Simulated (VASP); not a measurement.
Runs of VASP 6.6.1 on Ni. The structure is that of space group Im-3m (No. 229), or close to it. The cells are those of the table. 

| task | level | potentials or basis | U | fixed moment (μB) | cell | k mesh | cutoff (eV) | gap on the mesh (eV) | pressure (GPa) | moment (μB) | relaxed volume (Å³/atom) |
| --- | --- | --- | --- | --- | --- | --- | --- | --- | --- | --- | --- |
| single point | LDA | VASP PAW LDA potentials, release 64 (Ni) | - | - | a = 2.397 Å, angles 109.5°, 1 atom | 13 × 13 × 13 | 520 | none | -10.8 | 0.45 | - |
| single point | PBEsol | VASP PAW PBE potentials, release 64 (Ni) | - | - | a = 2.413 Å, angles 109.5°, 1 atom | 13 × 13 × 13 | 520 | none | -6.4 | 0.59 | - |
| relaxation of cell and atoms | PBEsol | VASP PAW PBE potentials, release 64 (Ni) | - | - | relaxed to 20 GPa from a = 2.397 Å, angles 109.5°, 1 atom | 13 × 13 × 13 | 600 | none | 20.0 | (a) | - |
| single point | PBEsol | VASP PAW PBE potentials, release 64 (Ni) | - | 1.0 | a = 2.397 Å, angles 109.5°, 1 atom | 11 × 11 × 11 | 520 | - | 2.1 | 1.00 | - |
| relaxation of cell and atoms | PBEsol | VASP PAW PBE potentials, release 64 (Ni) | - | - | relaxed from a = 2.397 Å, angles 109.5°, 1 atom | 13 × 13 × 13 | 600 | none | 0.0 | 0.57 | 10.47 |
| single point | PBEsol | VASP PAW PBE potentials, release 64 (Ni) | - | - | a = 2.381 Å, angles 109.5°, 1 atom | 13 × 13 × 13 | 520 | none | 1.9 | 0.57 | - |
| single point | PBEsol | VASP PAW PBE potentials, release 64 (Ni) | - | 0.8 | a = 2.397 Å, angles 109.5°, 1 atom | 11 × 11 × 11 | 520 | - | -0.4 | 0.80 | - |
| single point | PBE | VASP PAW PBE potentials, release 64 (Ni) | - | 0.5 | a = 2.397 Å, angles 109.5°, 1 atom | 11 × 11 × 11 | 520 | - | 7.1 | 0.50 | - |
| relaxation of cell and atoms | RPBE+D4 | VASP PAW PBE potentials, release 64 (Ni) | - | - | relaxed from a = 2.397 Å, angles 109.5°, 1 atom | 13 × 13 × 13 | 600 | none | 0.0 | 0.58 | 10.61 |
| single point | PBEsol+U | VASP PAW PBE potentials, release 64 (Ni) | Ni d U = 8.0 eV | - | a = 2.397 Å, angles 109.5°, 1 atom | 13 × 13 × 13 | 600 | none | -20.9 | (c) | - |
| relaxation of cell and atoms | PBEsol | VASP PAW PBE potentials, release 64 (Ni) | - | - | relaxed to 30 GPa from a = 2.397 Å, angles 109.5°, 1 atom | 13 × 13 × 13 | 600 | none | 30.0 | (b) | - |

Alike in all rows: spin collinear, ferromagnetic start; smearing fermi-dirac 0.05 eV.

Question: Estimate the missing entries.

Answer: (a) 0.00; (b) 0.01; (c) 0.65.

Caveats: the PAW data sets were made with another functional, which shifts forces and pressure a little (some runs); the total moment is fixed, so each spin has its own Fermi level (some runs); the cell is relaxed towards a set pressure, so the enthalpy falls and the energy may rise (some runs); pairwise dispersion overbinds metals, which lowers pressure and volume (some runs); the U is typed as a test and isn't derived for this compound (some runs).

A gap of «none» marks levels without a gap at the run's occupations.
